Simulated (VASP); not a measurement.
Wanted: the native input for a VASP 6.6.1 run.

- Task: single point
- Functional: PBE
- Potentials or basis: VASP PAW PBE potentials, release 64 (Ti_sv, Co)
- Cutoff: 520 eV
- k mesh: 14 × 14 × 14
- Occupations: gaussian, width 0.1 eV
- Spin: collinear spin, ferromagnetic start
- Starting moments: [0.0, 1.09] μB
- Dipole correction: no
- Further INCAR settings: ALGO = Normal; EDIFF = 1e-07; NBANDS = 22

The structure of TiCo lies in POSCAR:

```
TiCo
1.0
    3.0441430839      0.0000000000      0.0000000000
    0.0000000000      3.0441430839      0.0000000000
    0.0000000000      0.0000000000      3.0441430839
Ti Co
1 1
Direct
    0.0000000000      0.0000000000      0.0000000000
    0.5000000000      0.5000000000      0.5000000000
```

The input as run:

INCAR

```
SYSTEM = TiCo
ALGO = Normal
EDIFF = 1E-7
ENCUT = 520
GGA = PE
ISIF = 2
ISMEAR = 0
ISPIN = 2
LASPH = .True.
LCHARG = .False.
LMAXMIX = 4
LORBIT = 11
LREAL = .False.
LWAVE = .False.
MAGMOM = 0 1.09
NBANDS = 22
NELM = 150
PREC = Accurate
SIGMA = 0.1
```

KPOINTS

```
k-points
0
Gamma
  14 14 14
  0 0 0
```

Potentials or basis: VASP PAW PBE potentials, release 64 (Ti_sv, Co).

The run is started by

```sh
$ cat potpaw_PBE.64/Ti_sv/POTCAR potpaw_PBE.64/Co/POTCAR > POTCAR
$ mpirun -np 1 vasp_std > vasp.out
```

Results of the run:

```
Pressure                                              : -8.8 GPa
Net moment                                            : 0.91 μB per cell
Site moments                                          : Ti -0.08; Co +1.06 μB
Valence electrons inside the program's atomic spheres : Ti 10.21; Co 8.20
```

Caveat: the cell stands under tension.

Wall time 3.1 min on 1 thread of Intel Xeon 8259CL, on a shared host, peak memory 0.24 GiB.
